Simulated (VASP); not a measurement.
A run of VASP 6.6.1:

Contents of INCAR:

```
SYSTEM = CoO
PREC     = Accurate       ! precision mode
ENCUT    = 520            ! plane-wave cutoff, eV
EDIFF    = 1E-6           ! SCF threshold, eV
ISMEAR   = -1             ! smearing method
SIGMA    = 0.05           ! smearing width, eV
LREAL    = .False.        ! projectors in reciprocal space
LASPH    = .True.         ! aspherical terms in the spheres
NELM     = 150            ! most SCF steps
ALGO     = Normal         ! electronic algorithm
ISIF     = 2              ! what is computed and relaxed
LWAVE    = .False.        ! write WAVECAR
LCHARG   = .True.         ! write CHGCAR
ISPIN    = 2              ! spin polarisation
MAGMOM   = 2 2 0 0        ! initial moments
LORBIT   = 11             ! projections on sites
LMAXMIX  = 4              ! l up to which the mixer works
GGA      = PE             ! functional
LELF     = .True.         ! ELF
LVHAR    = .True.       
NBANDS   = 27             ! bands
```

File KPOINTS:

```
Automatic mesh
0
Gamma
  10 10 5
  0 0 0
```

POSCAR

```
CoO
1.0
    3.1976457435      0.0000000000      0.0000000000
   -1.5988228718      2.7692424462      0.0000000000
    0.0000000000      0.0000000000      5.2287097100
Co O
2 2
Direct
    0.3333333333      0.6666666667      0.5033624100
    0.0000000000      0.0000000000      0.0034741400
    0.3333333333      0.6666666667      0.8715556000
    0.0000000000      0.0000000000      0.3716088500
```

Potentials or basis: VASP PAW PBE potentials, release 64 (Co, O).

Run with:

```console
$ cat potpaw_PBE.64/Co/POTCAR potpaw_PBE.64/O/POTCAR > POTCAR
$ mpirun -np 1 vasp_std > vasp.out
```

Hardware: 1 thread of AMD EPYC 7R13 Processor (Zen 3), on a shared host.

Q: How long does it take, and how much memory?

A: Run time: 2.4 min on 1 thread of AMD EPYC 7R13 Processor (Zen 3), with other jobs on the host, peak memory 0.21 GiB. Counts: scf iterations 19, k points 58.
